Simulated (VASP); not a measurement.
# Nb (Im-3m) in VASP: notebook

The runs below take Nb through single point, with PBEsol.

Everything below comes from runs of VASP 6.6.1. Logs are shortened: lines on timing, memory, paths and dates and some standing lists are left out, and cuts for length are marked.

## 1. The cell of the first run

It takes space group Im-3m (No. 229, cubic). Conventional cell: a = 3.337 Å, b = 3.337 Å, c = 3.337 Å, α = 90.00°, β = 90.00°, γ = 90.00°. Nb (site symmetry m-3m) has 14 Nb at 2.89 to 3.34 Å within 3.8 Å.

## 2. Single point, PBEsol (volume scaled by 1.06)

Input file INCAR:

```
SYSTEM = Nb
  PREC = Accurate
  ENCUT = 520
  EDIFF = 1E-6
  ISMEAR = 0
  SIGMA = 0.1
  LREAL = .FALSE.
  LASPH = .TRUE.
  NELM = 80
  ALGO = Normal
  ISIF = 2
  LWAVE = .FALSE.
  LCHARG = .FALSE.
  GGA = PS
  NBANDS = 12
```

Input file KPOINTS:

```
Automatic mesh
0
G
  18 18 18
  0 0 0
```

Input file POSCAR:

```
Nb
1.0
   -1.6683131805      1.6683131805      1.6683131805
    1.6683131805     -1.6683131805      1.6683131805
    1.6683131805      1.6683131805     -1.6683131805
Nb
1
Direct
    0.0000000000      0.0000000000      0.0000000000
```

Potentials or basis: VASP PAW PBE potentials, release 64 (Nb_sv).

Started as:

```
$ cat potpaw_PBE.64/Nb_sv/POTCAR > POTCAR
$ mpirun -np 1 vasp_std > vasp.out
```

OUTCAR:

```text
SYSTEM = Nb
   PREC = Accurate
   ENCUT = 520
   EDIFF = 1E-6
   ISMEAR = 0
   LREAL = .FALSE.
   LASPH = .TRUE.
   NELM = 80
   ISIF = 2
   GGA = PS

 ion  position               nearest neighbor table
   1  0.000  0.000  0.000-

  LATTYP: Found a body centered cubic cell.
 ALAT       =     3.3366263610

  Lattice vectors:

 A1 = (  -1.6683131805,   1.6683131805,   1.6683131805)
 A2 = (   1.6683131805,  -1.6683131805,   1.6683131805)
 A3 = (   1.6683131805,   1.6683131805,  -1.6683131805)

Analysis of symmetry for initial positions (statically):
=====================================================================
 Subroutine PRICEL returns:
 Original cell was already a primitive cell.

 Routine SETGRP: Setting up the symmetry group for a
 body centered cubic supercell.

 Subroutine GETGRP returns: Found 48 space group operations
 (whereof 48 operations were pure point group operations)
 out of a pool of 48 trial point group operations.

The static configuration has the point symmetry O_h .

Analysis of symmetry for dynamics (positions and initial velocities):
=====================================================================
 Subroutine PRICEL returns:
 Original cell was already a primitive cell.

 Routine SETGRP: Setting up the symmetry group for a
 body centered cubic supercell.

 Subroutine GETGRP returns: Found 48 space group operations
 (whereof 48 operations were pure point group operations)
 out of a pool of 48 trial point group operations.

The dynamic configuration has the point symmetry O_h .

 Subroutine INISYM returns: Found 48 space group operations
 (whereof 48 operations are pure point group operations),
 and found     1 'primitive' translations

----------------------------------------------------------------------------------------

                                     Primitive cell

  volume of cell :      18.5735

  direct lattice vectors                    reciprocal lattice vectors
    -1.668313180  1.668313180  1.668313180     0.000000000  0.299703920  0.299703920
     1.668313180 -1.668313180  1.668313180     0.299703920  0.000000000  0.299703920
     1.668313180  1.668313180 -1.668313180     0.299703920  0.299703920  0.000000000

  length of vectors
     2.889603192  2.889603192  2.889603192     0.423845348  0.423845348  0.423845348

  position of ions in fractional coordinates (direct lattice)
     0.000000000  0.000000000  0.000000000

  ion indices of the primitive-cell ions
   primitive index   ion index
[... 76 lines left out ...]
   NSW    =      0    number of steps for IOM
   IBRION =     -1    ionic relax: 0-MD 1-quasi-New 2-CG
   NFREE  =      0    steps in history (QN), initial steepest desc. (CG)
   ISIF   =      2    stress and relaxation
   ISYM   =      2    0-nonsym 1-usesym 2-fastsym
   POTIM  = 0.5000    time-step for ionic-motion
   TEBEG  =    0.0;   TEEND  =   0.0 temperature during run
   PSTRESS=    0.0 pullay stress
   NELECT =      13.0000    total number of electrons
   NUPDOWN=      -1.0000    fix difference up-down
   EMIN   =  10.00;   EMAX   =-10.00  energy-range for DOS
   EFERMI =   0.00;   METHOD = LEGACY
   ISMEAR =     0;   SIGMA  =   0.10  broadening in eV -4-tet -1-fermi 0-gaus
   EFERMI_NEDOS =   21; number of points for ismear=-14 and -15
   IALGO  =     38    algorithm
   IMIX   =      4    mixing-type and parameters
     AMIX     =   0.40;   BMIX     =  1.00
     AMIX_MAG =   1.60;   BMIX_MAG =  1.00
  volume/ion in A,a.u.               =      18.57       125.34
  Fermi-wavevector in a.u.,A,eV,Ry     =   1.453533  2.746780 28.745839  2.112760
  Thomas-Fermi vector in A             =   2.570789
   LORBIT       =      0    0 simple, 1 ext, 2 COOP (PROOUT), +10 PAW based schemes
   GGA     = PS    functional components
   LHFCALC =     F    Hartree Fock is set to
   AEXX    =    0.0000 exact exchange contribution
   IVDW    =     0    specifies the selected vdW correction
   LEPSILON=     F    determine dielectric tensor
   LRPA    =     F    only Hartree local field effects (RPA)
 non-spin polarized calculation
 Gauss-broadening in eV      SIGMA  =   0.10
  energy-cutoff  :      520.00
  volume of cell :       18.57
 maximum number of plane-waves:       531
 NGX is ok and might be reduce to    24
   NGX = 11   NGY = 11   NGZ = 11

 number of electron      12.9999999 magnetization

 Free energy of the ion-electron system (eV)
  ---------------------------------------------------
  ext. energy  EPLUGINS =         0.00000000
  ---------------------------------------------------
  free energy    TOTEN  =       -10.92225803 eV

  energy without entropy =      -10.91371218  energy(sigma->0) =      -10.91798510

 E-fermi :  10.5973     XC(G=0): -12.4717

 val. band max:       10.5930575772   @ k =   0.3333   0.2222   0.0556
 cond. band min:      10.6114143352   @ k =  -0.3333   0.4444   0.0556
 fundamental gap:      0.0183567580
 Fermi energy:        10.5972747138

 k-point     1 :       0.0000    0.0000    0.0000
  band No.  band energies     occupation
      1     -43.6944      2.00000
      2     -19.0725      2.00000
      3     -19.0725      2.00000
      4     -19.0725      2.00000
      5       4.7077      2.00000
      6      10.9925      0.00000
      7      10.9925      0.00000
      8      10.9925      0.00000
      9      13.8010      0.00000
     10      13.8010      0.00000
     11      24.7482      0.00000
     12      24.7482      0.00000
[... 331 lines left out ...]
 k-point    24 :       0.3889    0.1111    0.0000
  band No.  band energies     occupation
      1     -43.4757      2.00000
      2     -20.2379      2.00000
      3     -19.5014      2.00000
      4     -19.1367      2.00000
      5       7.3759      2.00000
      6       9.1694      2.00000
      7      11.6425      0.00000
      8      13.6819      0.00000
      9      14.7130      0.00000
     10      17.1268      0.00000
     11      22.1284      0.00000
     12      22.9874      0.00000

 [... further k-points ...]
[... 5 lines left out ...]
  --------------------------------------------------------------------------------------
  -------------------------------------------------------------------------------------
  Total       -1.1266999     -1.1266999     -1.1266999     -0.0000000      0.0000000     -0.0000000
  in kB      -97.1910133    -97.1910133    -97.1910133     -0.0000000      0.0000000     -0.0000000
  external PRESSURE =     -97.1910133 kB  Pullay stress =       0.0000000 kB

 VOLUME and BASIS-vectors are now :
 -----------------------------------------------------------------------------
  energy-cutoff  :      520.00
  volume of cell :       18.57
      direct lattice vectors                 reciprocal lattice vectors
    -1.668313180  1.668313180  1.668313180     0.000000000  0.299703920  0.299703920
     1.668313180 -1.668313180  1.668313180     0.299703920  0.000000000  0.299703920
     1.668313180  1.668313180 -1.668313180     0.299703920  0.299703920  0.000000000

 POSITION                                       TOTAL-FORCE (eV/Angst)
 -----------------------------------------------------------------------------------
      0.00000      0.00000      0.00000        -0.000000      0.000000      0.000000
 -----------------------------------------------------------------------------------
    total drift:                                0.000000      0.000000      0.000000

  FREE ENERGIE OF THE ION-ELECTRON SYSTEM (eV)
  ---------------------------------------------------
  free  energy   TOTEN  =       -10.9222580291 eV

  energy  without entropy=      -10.9137121800  energy(sigma->0) =      -10.91798510
```

OSZICAR:

```text
N       E                     dE             d eps       ncg     rms          rms(c)
DAV:   1     0.113960146003E+03    0.11396E+03   -0.72841E+03  4720   0.108E+03
DAV:   2    -0.676046256802E+01   -0.12072E+03   -0.11631E+03  5128   0.385E+02
DAV:   3    -0.111641940875E+02   -0.44037E+01   -0.42003E+01  6692   0.646E+01
DAV:   4    -0.114455596283E+02   -0.28137E+00   -0.27900E+00  6608   0.147E+01
DAV:   5    -0.114555676707E+02   -0.10008E-01   -0.10003E-01  6744   0.234E+00    0.704E+00
DAV:   6    -0.109787505529E+02    0.47682E+00   -0.69653E-01  7536   0.104E+01    0.241E+00
DAV:   7    -0.109187614878E+02    0.59989E-01   -0.19695E-01  7756   0.542E+00    0.969E-01
DAV:   8    -0.109222013796E+02   -0.34399E-02   -0.12039E-02  5656   0.142E+00    0.601E-02
DAV:   9    -0.109222479491E+02   -0.46570E-04   -0.95242E-04  7980   0.326E-01    0.336E-02
DAV:  10    -0.109222613971E+02   -0.13448E-04   -0.15666E-05  5676   0.498E-02    0.114E-02
DAV:  11    -0.109222581168E+02    0.32802E-05   -0.45915E-06  6068   0.357E-02    0.268E-03
DAV:  12    -0.109222580291E+02    0.87711E-07   -0.22574E-07  3172   0.722E-03
   1 F= -.10922258E+02 E0= -.10917985E+02  d E =-.854585E-02
```

stdout:

```text
POSCAR found type information on POSCAR Nb
 POSCAR found :  1 types and       1 ions
 scaLAPACK will be used
 -----------------------------------------------------------------------------
|                                                                             |
|                                                                             |
|     You enforced a specific xc type in the INCAR file but a different       |
|     I HOPE YOU KNOW WHAT YOU ARE DOING!                                     |
|                                                                             |
 -----------------------------------------------------------------------------

 LDA part: xc-table for (Slater+PW92), standard interpolation
 POSCAR, INCAR and KPOINTS ok, starting setup
 FFT: planning ... GRIDC
 FFT: planning ... GRID_SOFT
 FFT: planning ... GRID
 WAVECAR not read
 entering main loop
```

It took 29 s on 1 thread of Intel Xeon Platinum 8259CL at 2.50GHz (Skylake/Cascade Lake), shared host; peak memory 0.17 GiB.

Results:

```
Free energy : -10.9223 eV
Pressure    : -9.7 GPa
```

Levels at points of the mesh, in eV from the Fermi level:
```tsv
k point	band 2	band 3	band 4	band 5	band 6	band 7	band 8	band 9	band 10	band 11
(0.00, 0.00, 0.00)	-29.67	-29.67	-29.67	-5.89	0.40	0.40	0.40	3.20	3.20	14.15
(0.50, 0.00, 0.00)	-30.91	-30.06	-29.68	-3.59	-1.55	2.16	3.22	3.88	6.19	11.54
(0.50, 0.50, 0.50)	-30.52	-30.52	-30.52	-3.54	-3.54	5.45	5.45	5.45	8.81	8.81
```

Caveat: the PAW data sets were made with another functional, which shifts forces and pressure a little.

## 3. Single point, PBEsol (volume scaled by 1.10)

Input file INCAR:

```
SYSTEM = Nb
PREC = Accurate
ENCUT = 520
EDIFF = 1E-6
ISMEAR = 0
SIGMA = 0.1
LREAL = .False.
LASPH = .True.
NELM = 80
ALGO = Fast
ISIF = 2
LWAVE = .False.
LCHARG = .False.
GGA = PS
NBANDS = 12
```

Input file KPOINTS:

```
Automatic mesh
0
Gamma
  18 18 18
  0 0 0
```

Input file POSCAR:

```
Nb
1.0
   -1.6890396871      1.6890396871      1.6890396871
    1.6890396871     -1.6890396871      1.6890396871
    1.6890396871      1.6890396871     -1.6890396871
Nb
1
Direct
    0.0000000000      0.0000000000      0.0000000000
```

Potentials or basis: VASP PAW PBE potentials, release 64 (Nb_sv).

Started as:

```
$ cat potpaw_PBE.64/Nb_sv/POTCAR > POTCAR
$ mpirun -np 1 vasp_std > vasp.out
```

It took 52 s on 1 thread of Intel Xeon Platinum 8259CL at 2.50GHz (Skylake/Cascade Lake), shared host; peak memory 0.17 GiB.

The run converged. Its results:

| Property | Result |
| --- | --- |
| Free energy | -10.8690 eV |
| Pressure | -14.7 GPa |

Levels at points of the mesh, in eV from the Fermi level:
```tsv
k point	band 4	band 5	band 6	band 7	band 8	band 9
(0.00, 0.00, 0.00)	-29.80	-5.81	0.40	0.40	0.40	3.09
(0.50, 0.00, 0.00)	-29.81	-3.45	-1.46	1.99	3.08	3.71
(0.50, 0.50, 0.50)	-30.56	-3.34	-3.34	5.20	5.20	5.20
```

Caveat: the PAW data sets were made with another functional, which shifts forces and pressure a little.
